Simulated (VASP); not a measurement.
# Be2H3 (R-3c) in VASP: relaxation of cell and atoms with PBE

Aim: the relaxation of cell and atoms of Be2H3 with PBE.

Everything below comes from runs of VASP 6.6.1. Logs are shortened: lines on timing, memory, paths and dates and some standing lists are left out, and cuts for length are marked.

### 1 The cell of the first run

Symmetry: R-3c, No. 167, trigonal system. The conventional cell has a = 3.853 Å, b = 3.853 Å, c = 14.807 Å, α = 90.00°, β = 90.00°, γ = 120.00°. Be (site symmetry 3) has 6 H at 1.59 to 1.96 Å and 1 Be at 2.04 Å within 2.1 Å. Within 2.2 Å of H (site symmetry 2) lie 4 Be at 1.59 to 1.96 Å and 2 H at 2.10 Å.

### 2 Relaxation of cell and atoms, PBE

File INCAR:

```
SYSTEM = Be2H3
  PREC = Accurate
  ENCUT = 600
  EDIFF = 1E-6
  ISMEAR = 0
  SIGMA = 0.1
  LREAL = .FALSE.
  LASPH = .TRUE.
  NELM = 60
  ALGO = Normal
  ISIF = 3
  LWAVE = .FALSE.
  LCHARG = .FALSE.
  GGA = PE
  IBRION = 2
  NSW = 100
  EDIFFG = -0.01
```

File KPOINTS:

```
Automatic mesh
0
G
  12 12 12
  0 0 0
```

File POSCAR:

```
Be2H3
1.0
    1.9263639515      1.1121867460      4.9355436889
   -1.9263639515      1.1121867460      4.9355436889
    0.0000000000     -2.2243734920      4.9355436889
Be H
4 6
Direct
    0.3189861386      0.3189861386      0.3189861386
    0.1810138614      0.1810138614      0.1810138614
    0.6810138614      0.6810138614      0.6810138614
    0.8189861386      0.8189861386      0.8189861386
    0.5647642447      0.9352357553      0.2500000000
    0.2500000000      0.5647642447      0.9352357553
    0.9352357553      0.2500000000      0.5647642447
    0.4352357553      0.0647642447      0.7500000000
    0.7500000000      0.4352357553      0.0647642447
    0.0647642447      0.7500000000      0.4352357553
```

Potentials or basis: VASP PAW PBE potentials, release 64 (Be, H).

Run with:

```console
cat potpaw_PBE.64/Be/POTCAR potpaw_PBE.64/H/POTCAR > POTCAR
mpirun -np 1 vasp_std > vasp.out
```

OUTCAR:

```text
SYSTEM = Be2H3
   PREC = Accurate
   ENCUT = 600
   EDIFF = 1E-6
   ISMEAR = 0
   LREAL = .FALSE.
   LASPH = .TRUE.
   NELM = 60
   ISIF = 3
   GGA = PE
   IBRION = 2
   NSW = 100
   EDIFFG = -0.01

 ion  position               nearest neighbor table
   1  0.319  0.319  0.319-   5 1.59   6 1.59   7 1.59   2 2.04   3 2.26   3 2.26   3 2.26
   2  0.181  0.181  0.181-   5 1.59   6 1.59   7 1.59   1 2.04   4 2.26   4 2.26   4 2.26
   3  0.681  0.681  0.681-   8 1.59   9 1.59  10 1.59   4 2.04   1 2.26   1 2.26   1 2.26
   4  0.819  0.819  0.819-   8 1.59   9 1.59  10 1.59   3 2.04   2 2.26   2 2.26   2 2.26
   5  0.565  0.935  0.250-   1 1.59   2 1.59
   6  0.250  0.565  0.935-   1 1.59   2 1.59
   7  0.935  0.250  0.565-   1 1.59   2 1.59
   8  0.435  0.065  0.750-   3 1.59   4 1.59
   9  0.750  0.435  0.065-   3 1.59   4 1.59
  10  0.065  0.750  0.435-   3 1.59   4 1.59

  LATTYP: Found a trigonal (rhomboedric) cell.
 ALAT       =     5.4136336168
 COS(alpha) =     0.7467619502

  Lattice vectors:

 A1 = (   1.9263639515,   1.1121867460,   4.9355436889)
 A2 = (  -1.9263639515,   1.1121867460,   4.9355436889)
 A3 = (   0.0000000000,  -2.2243734920,   4.9355436889)

Analysis of symmetry for initial positions (statically):
=====================================================================
 Subroutine PRICEL returns:
 Original cell was already a primitive cell.

 Routine SETGRP: Setting up the symmetry group for a
 trigonal (rhombohedral) supercell.

 Subroutine GETGRP returns: Found 12 space group operations
 (whereof  6 operations were pure point group operations)
 out of a pool of 12 trial point group operations.

The static configuration has the point symmetry S_6 .
 The point group associated with its full space group is D_3d.

Analysis of symmetry for dynamics (positions and initial velocities):
=====================================================================
 Subroutine PRICEL returns:
 Original cell was already a primitive cell.

 Routine SETGRP: Setting up the symmetry group for a
 trigonal (rhombohedral) supercell.

 Subroutine GETGRP returns: Found 12 space group operations
 (whereof  6 operations were pure point group operations)
 out of a pool of 12 trial point group operations.

The dynamic configuration has the point symmetry S_6 .
 The point group associated with its full space group is D_3d.

 Subroutine INISYM returns: Found 12 space group operations
 (whereof  6 operations are pure point group operations),
 and found     1 'primitive' translations

----------------------------------------------------------------------------------------

                                     Primitive cell

  volume of cell :      63.4457

  direct lattice vectors                    reciprocal lattice vectors
     1.926363951  1.112186746  4.935543689     0.259556352  0.149854930  0.067537308
    -1.926363951  1.112186746  4.935543689    -0.259556352  0.149854930  0.067537308
     0.000000000 -2.224373492  4.935543689     0.000000000 -0.299709859  0.067537308

  length of vectors
     5.413633617  5.413633617  5.413633617     0.307225142  0.307225142  0.307225142

  position of ions in fractional coordinates (direct lattice)
     0.318986139  0.318986139  0.318986139
     0.181013861  0.181013861  0.181013861
     0.681013861  0.681013861  0.681013861
     0.818986139  0.818986139  0.818986139
     0.564764245  0.935235755  0.250000000
     0.250000000  0.564764245  0.935235755
     0.935235755  0.250000000  0.564764245
     0.435235755  0.064764245  0.750000000
     0.750000000  0.435235755  0.064764245
     0.064764245  0.750000000  0.435235755

  ion indices of the primitive-cell ions
   primitive index   ion index
                 1           1
                 2           2
                 3           3
                 4           4
                 5           5
                 6           6
                 7           7
                 8           8
                 9           9
                10          10

----------------------------------------------------------------------------------------

 KPOINTS: Automatic mesh

Automatic generation of k-mesh.
 Grid dimensions read from file:
 generate k-points for:   12   12   12

 Generating k-lattice:

  Cartesian coordinates                     Fractional coordinates (reciprocal lattice)
     0.021629696  0.012487911  0.005628109     0.083333333 -0.000000000 -0.000000000
    -0.021629696  0.012487911  0.005628109    -0.000000000  0.083333333 -0.000000000
     0.000000000 -0.024975822  0.005628109    -0.000000000 -0.000000000  0.083333333

  Length of vectors
     0.025602095  0.025602095  0.025602095

  Shift w.r.t. Gamma in fractional coordinates (k-lattice)
     0.000000000  0.000000000  0.000000000

 Subroutine IBZKPT returns following result:
 ===========================================

 Found    189 irreducible k-points:

 Following reciprocal coordinates:
            Coordinates               Weight
  0.000000  0.000000  0.000000      1.000000
  0.083333 -0.000000  0.000000      6.000000
  0.166667 -0.000000  0.000000      6.000000
  0.250000 -0.000000  0.000000      6.000000
  0.333333 -0.000000 -0.000000      6.000000
  0.416667  0.000000  0.000000      6.000000
[... 16 lines left out ...]
  0.500000  0.166667 -0.000000     12.000000
 -0.416667  0.166667 -0.000000     12.000000
 [... further k-points ...]
   k-points           NKPTS =    189   k-points in BZ     NKDIM =    189   number of bands    NBANDS=     13
   number of dos      NEDOS =    301   number of ions     NIONS =     10
   total plane-waves  NPLWV = 110592
   dimension x,y,z NGX =    48 NGY =   48 NGZ =   48
   dimension x,y,z NGXF=    96 NGYF=   96 NGZF=   96
   ions per type =               4   6
   NGX,Y,Z   is equivalent  to a cutoff of  14.74, 14.74, 14.74 a.u.
   NGXF,Y,Z  is equivalent  to a cutoff of  29.48, 29.48, 29.48 a.u.
 SYSTEM =  Be2H3
   PREC   = accura    normal or accurate (medium, high low for compatibility)
   ISTART =      0    job   : 0-new  1-cont  2-samecut
   ICHARG =      2    charge: 1-file 2-atom 10-const
   ISPIN  =      1    spin polarized calculation?
   LNONCOLLINEAR =      F non collinear calculations
   LSORBIT =      F    spin-orbit coupling
   LASPH  =      T    aspherical Exc in radial PAW
   ENCUT  =  600.0 eV  44.10 Ry    6.64 a.u.  10.81 10.81 10.81*2*pi/ulx,y,z
   NELM   =     60;   NELMIN=  2; NELMDL= -5     # of ELM steps
   EDIFF  = 0.1E-05   stopping-criterion for ELM
   LREAL  =      F    real-space projection
   EDIFFG = -.1E-01   stopping-criterion for IOM
   NSW    =    100    number of steps for IOM
   IBRION =      2    ionic relax: 0-MD 1-quasi-New 2-CG
   NFREE  =      1    steps in history (QN), initial steepest desc. (CG)
   ISIF   =      3    stress and relaxation
   ISYM   =      2    0-nonsym 1-usesym 2-fastsym
   POTIM  = 0.5000    time-step for ionic-motion
   TEBEG  =    0.0;   TEEND  =   0.0 temperature during run
   PSTRESS=    0.0 pullay stress
   NELECT =      14.0000    total number of electrons
   NUPDOWN=      -1.0000    fix difference up-down
   EMIN   =  10.00;   EMAX   =-10.00  energy-range for DOS
   EFERMI =   0.00;   METHOD = LEGACY
   ISMEAR =     0;   SIGMA  =   0.10  broadening in eV -4-tet -1-fermi 0-gaus
   EFERMI_NEDOS =   21; number of points for ismear=-14 and -15
   IALGO  =     38    algorithm
   IMIX   =      4    mixing-type and parameters
     AMIX     =   0.40;   BMIX     =  1.00
     AMIX_MAG =   1.60;   BMIX_MAG =  1.00
  volume/ion in A,a.u.               =       6.34        42.82
  Fermi-wavevector in a.u.,A,eV,Ry     =   0.989274  1.869457 13.315528  0.978664
  Thomas-Fermi vector in A             =   2.120861
   LORBIT       =      0    0 simple, 1 ext, 2 COOP (PROOUT), +10 PAW based schemes
   GGA     = PE    functional components
   LHFCALC =     F    Hartree Fock is set to
   AEXX    =    0.0000 exact exchange contribution
   IVDW    =     0    specifies the selected vdW correction
   LEPSILON=     F    determine dielectric tensor
   LRPA    =     F    only Hartree local field effects (RPA)
 conjugate gradient relaxation of ions
 non-spin polarized calculation
 Gauss-broadening in eV      SIGMA  =   0.10
  energy-cutoff  :      600.00
  volume of cell :       63.45
 maximum number of plane-waves:      2149
 NGX is ok and might be reduce to    48
   NGX = 21   NGY = 21   NGZ = 21

--------------------------------------- Ionic step        1  -------------------------------------------

 number of electron      14.0000001 magnetization

 Free energy of the ion-electron system (eV)
  ---------------------------------------------------
  ext. energy  EPLUGINS =         0.00000000
  ---------------------------------------------------
  free energy    TOTEN  =       -31.72586366 eV

  energy without entropy =      -31.72017797  energy(sigma->0) =      -31.72302081

------------------------ aborting loop because EDIFF is reached ----------------------------------------

  FORCE on cell =-STRESS in cart. coord.  units (eV):
  Direction    XX          YY          ZZ          XY          YZ          ZX
  --------------------------------------------------------------------------------------
  -------------------------------------------------------------------------------------
  Total       -0.0699509     -0.0699509      0.2169644     -0.0000000     -0.0000000     -0.0000000
  in kB       -1.7664510     -1.7664510      5.4789438     -0.0000000     -0.0000000     -0.0000000
  external PRESSURE =       0.6486806 kB  Pullay stress =       0.0000000 kB
[... 161 lines left out ...]
  energy  without entropy=      -31.7209827889  energy(sigma->0) =      -31.72379775

--------------------------------------- Ionic step        5  -------------------------------------------

 number of electron      14.0000001 magnetization

 Free energy of the ion-electron system (eV)
  ---------------------------------------------------
  ext. energy  EPLUGINS =         0.00000000
  ---------------------------------------------------
  free energy    TOTEN  =       -31.72665716 eV

  energy without entropy =      -31.72103865  energy(sigma->0) =      -31.72384791

 E-fermi :   3.8146     XC(G=0):  -9.5402

 val. band max:        3.8132236856   @ k =   0.5000   0.5000   0.0833
 cond. band min:       3.8151081746   @ k =  -0.3333   0.1667   0.0833
 fundamental gap:      0.0018844890
 Fermi energy:         3.8146278372

 k-point     1 :       0.0000    0.0000    0.0000
  band No.  band energies     occupation
      1      -8.2709      2.00000
      2      -5.4809      2.00000
      3      -0.1534      2.00000
      4      -0.1534      2.00000
      5       0.2415      2.00000
      6       1.6028      2.00000
      7       1.6028      2.00000
      8       5.4487      0.00000
      9       5.4487      0.00000
     10       6.1859      0.00000
     11       7.8725      0.00000
     12       7.8725      0.00000
     13       8.1775      0.00000
[... 353 lines left out ...]
 k-point    24 :      -0.4167    0.1667   -0.0000
  band No.  band energies     occupation
      1      -5.4693      2.00000
      2      -5.2378      2.00000
      3      -2.9626      2.00000
      4      -2.5445      2.00000
      5      -1.7633      2.00000
      6      -1.2903      2.00000
      7       2.7331      2.00000
      8       3.6042      1.99708
      9       6.2883      0.00000
     10       7.2757      0.00000
     11       9.3953      0.00000
     12       9.8469      0.00000
     13      11.1212      0.00000

 [... further k-points ...]
[... 5 lines left out ...]
  --------------------------------------------------------------------------------------
  -------------------------------------------------------------------------------------
  Total        0.0302511      0.0302511      0.0261428      0.0000000      0.0000000      0.0000000
  in kB        0.7631658      0.7631658      0.6595230      0.0000000      0.0000000      0.0000000
  external PRESSURE =       0.7286182 kB  Pullay stress =       0.0000000 kB
[... 25 lines left out ...]
  FREE ENERGIE OF THE ION-ELECTRON SYSTEM (eV)
  ---------------------------------------------------
  free  energy   TOTEN  =       -31.7266571614 eV

  energy  without entropy=      -31.7210386536  energy(sigma->0) =      -31.72384791

 reached required accuracy - stopping structural energy minimisation
```

It took 6.2 min on 1 thread of AMD EPYC 9R45 (Zen 5), shared host; peak memory 0.41 GiB.

What came out:

```
Free energy                           : -31.7267 eV
Relaxed volume                        : 6.35 Å³/atom
Relaxed cell                          : a = 5.430 Å, b = 5.430 Å, c = 5.430 Å, α = 41.49°, β = 41.49°, γ = 41.49°
Space group after relaxing (to 0.1 Å) : R-3c (No. 167)
Energy gained by relaxing             : 0.1 meV/atom
Ionic steps                           : 5
Pressure after relaxing               : 0.1 GPa
Largest force after relaxing          : 0.003 eV/Å
Band gap on the k mesh                : zero (bands 7 and 8 overlap by 1.67 eV)
```

Forces in eV/Å, atoms in the order of the input:
```
Be   0.000  0.000  0.000
Be   0.000  0.000  0.000
Be   0.000  0.000  0.000
Be   0.000  0.000  0.000
H    0.003  0.000  0.000
H   -0.002  0.003  0.000
H   -0.002 -0.003  0.000
H   -0.003  0.000  0.000
H    0.002 -0.003  0.000
H    0.002  0.003  0.000
```

The path:
```csv
step,energy change (eV),largest force (eV/Å),pressure (GPa),volume (Å³)
1,0.0000,0.0173,0.06,63.45
2,-0.0003,0.0212,0.02,63.47
3,-0.0005,0.0310,-0.06,63.52
4,-0.0007,0.0131,0.02,63.51
5,-0.0008,0.0035,0.07,63.51
```

Final structure:
```
Be H
1.0
     1.92348    1.11052    4.95529
    -1.92348    1.11052    4.95529
     0.00000   -2.22104    4.95529
Be H
4 6
Cartesian
  0.0000 0.0000 4.7349
  0.0000 0.0000 2.6981
  0.0000 0.0000 10.1310
  0.0000 0.0000 12.1678
  -0.7119 1.1105 8.6718
  -0.6058 -1.1718 8.6718
  1.3177 0.0613 8.6718
  0.7119 -1.1105 6.1941
  0.6058 1.1718 6.1941
  -1.3177 -0.0613 6.1941
```

Levels at points of the mesh, in eV from the Fermi level:
| k point | band 3 | band 4 | band 5 | band 6 | band 7 | band 8 | band 9 | band 10 | band 11 | band 12 |
| --- | --- | --- | --- | --- | --- | --- | --- | --- | --- | --- |
| (0.00, 0.00, 0.00) | -3.97 | -3.97 | -3.57 | -2.21 | -2.21 | 1.63 | 1.63 | 2.37 | 4.06 | 4.06 |
| (0.50, 0.00, 0.00) | -6.59 | -6.59 | -4.58 | -4.58 | -1.10 | -1.10 | 2.01 | 2.01 | 7.16 | 7.16 |
| (0.50, 0.50, 0.00) | -8.24 | -6.83 | -5.73 | -2.74 | 0.01 | 0.78 | 1.37 | 2.57 | 2.65 | 6.58 |
| (0.50, 0.50, 0.50) | -3.36 | -3.36 | -3.36 | -3.36 | -0.08 | -0.08 | 4.13 | 4.13 | 4.13 | 4.13 |
